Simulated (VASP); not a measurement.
Write the native input for VASP 6.6.1 that does the following.

```
Task                   : single point
Functional             : PBE
Potentials or basis    : VASP PAW PBE potentials, release 64 (Cs_sv, Sn_d, I)
Cutoff                 : 520 eV
k mesh                 : 6 × 6 × 6
Occupations            : gaussian, width 0.03 eV
Spin                   : no spin polarisation
Dipole correction      : no
Further INCAR settings : ALGO = Normal; EDIFF = 1e-07; NBANDS = 30
```

The structure of CsSnI3 lies in POSCAR:

```
CsSnI3
1.0
    6.0195290000      0.0000000000      0.0000000000
    0.0000000000      6.0195290000      0.0000000000
    0.0000000000      0.0000000000      6.0195290000
Cs Sn I
1 1 3
Direct
    0.0000000000      0.0000000000      0.0000000000
    0.5000000000      0.5000000000      0.5000000000
    0.0000000000      0.5000000000      0.5000000000
    0.5000000000      0.0000000000      0.5000000000
    0.5000000000      0.5000000000      0.0000000000
```

This cell differs from its parent crystal: strain -0.030 along x and y, -0.030 along z.

These files were run (other wordings do the same):

INCAR

```
PREC = Accurate ; ENCUT = 520
EDIFF = 1E-7 ; ISMEAR = 0
SIGMA = 0.03 ; LREAL = False
LASPH = True ; NELM = 100
ALGO = Normal ; ISIF = 2
LWAVE = False ; LCHARG = True
GGA = PE ; LELF = True
LVHAR = True ; NBANDS = 30
```

KPOINTS

```
Automatic mesh
0
Gamma
  6 6 6
```

Potentials or basis: VASP PAW PBE potentials, release 64 (Cs_sv, Sn_d, I).

Run with:

```sh
$ cat potpaw_PBE.64/Cs_sv/POTCAR potpaw_PBE.64/Sn_d/POTCAR potpaw_PBE.64/I/POTCAR > POTCAR
$ mpirun -np 1 vasp_std > vasp.out
```

It gave:

- Pressure: 2.7 GPa
- Band gap on the k mesh: zero (filled and empty bands touch)

Caveat: the cell differs from its parent crystal (strain -0.030 along x and y, -0.030 along z); spin-orbit coupling is left out, which moves the levels of the heavy elements.

Wall time 3.7 min on 1 thread of AMD EPYC 9755 128-Core Processor (shared host), peak memory 0.36 GiB.
